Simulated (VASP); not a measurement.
Set up this calculation in VASP 6.6.1, as the native input.

```
Task                   : relaxation of cell and atoms
Functional             : PBEsol
Potentials or basis    : VASP PAW PBE potentials, release 64 (K_sv, Cl)
Cutoff                 : 500 eV
k mesh                 : 6 × 6 × 6
Occupations            : gaussian, width 0.1 eV
Spin                   : no spin polarisation
Target pressure        : 61 GPa
Dipole correction      : no
Further INCAR settings : ALGO = Normal; EDIFF = 1e-07; IBRION = 2; EDIFFG = -0.05; NSW = 80; ISIF = 3
```

The structure of KCl lies in POSCAR:

```
KCl
1.0
    3.0411135708      0.0000000000      0.0000000000
    0.0000000000      3.0411135708      0.0000000000
    0.0000000000      0.0000000000      3.0411135708
K Cl
1 1
Direct
    0.0000000000      0.0000000000      0.0000000000
    0.5000000000      0.5000000000      0.5000000000
```

One way to write it, as run:

INCAR

```
SYSTEM = KCl
PREC     = Accurate       ! precision mode
ENCUT    = 500            ! plane-wave cutoff, eV
EDIFF    = 1E-7           ! SCF threshold, eV
ISMEAR   = 0              ! smearing method
SIGMA    = 0.1            ! smearing width, eV
LREAL    = .FALSE.        ! projectors in reciprocal space
LASPH    = .TRUE.         ! aspherical terms in the spheres
NELM     = 120            ! most SCF steps
ALGO     = Normal         ! electronic algorithm
ISIF     = 3              ! what is computed and relaxed
LWAVE    = .FALSE.        ! write WAVECAR
LCHARG   = .FALSE.        ! write CHGCAR
GGA      = PS             ! functional
IBRION   = 2              ! ionic algorithm
NSW      = 80             ! ionic steps
EDIFFG   = -0.05          ! ionic threshold
PSTRESS  = 610.0        
GGA_COMPAT= .FALSE.      
NELMIN   = 4
```

KPOINTS

```
regular mesh
0
G
  6 6 6
  0 0 0
```

Potentials or basis: VASP PAW PBE potentials, release 64 (K_sv, Cl).

Run with:

```bash
$ cat potpaw_PBE.64/K_sv/POTCAR potpaw_PBE.64/Cl/POTCAR > POTCAR
$ mpirun -np 1 vasp_std > vasp.out
```

It gave:

```json
{"Relaxed volume": "14.15 Å³/atom", "Relaxed cell": "a = 3.047 Å, b = 3.047 Å, c = 3.047 Å, α = 90.00°, β = 90.00°, γ = 90.00°", "Space group after relaxing (to 0.1 Å)": "Pm-3m (No. 221)", "Energy change on relaxing (the run minimises the enthalpy)": "-32.7 meV/atom", "Ionic steps": "3", "Pressure after relaxing": "61.0 GPa", "Band gap on the k mesh": "4.29 eV (least direct gap 4.38 eV)"}
```

Caveat: the cell is relaxed towards a set pressure, so the run minimises the enthalpy, not the energy; the PAW data sets were made with another functional, which shifts forces and pressure a little.

Wall time 8.7 s on 1 thread of Intel(R) Xeon(R) 6975P-C (Granite Rapids), on a shared host, peak memory 0.14 GiB.
